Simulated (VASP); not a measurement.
Runs of VASP 6.6.1 on KNbO3. The structure is that of space group Pm-3m (No. 221), or close to it. The cells are those of the table. 

| cell | gap on the mesh (eV) | pressure (GPa) |
| --- | --- | --- |
| a = 4.056 Å, 5 atoms | (b) | -9.0 |
| a = 4.108 Å, 5 atoms | 1.34 | -14.2 |
| a = 4.002 Å, 5 atoms | 1.49 | -2.4 |
| a = 4.029 Å, 5 atoms | 1.45 | -5.9 |
| a = 3.947 Å, 5 atoms | (c) | (a) |

Alike in all rows: task single point; level PBEsol; potentials or basis VASP PAW PBE potentials, release 64 (K_sv, Nb_sv, O); no spin polarisation; k mesh 6 × 6 × 6; cutoff (eV) 600; smearing gaussian 0.01 eV.

Fill in the values left out.

(a) 5.9; (b) 1.41; (c) 1.56.

Caveats: the PAW data sets were made with another functional, which shifts forces and pressure a little.

A k mesh can miss the band edges, and the runs leave out spin-orbit coupling on Nb.
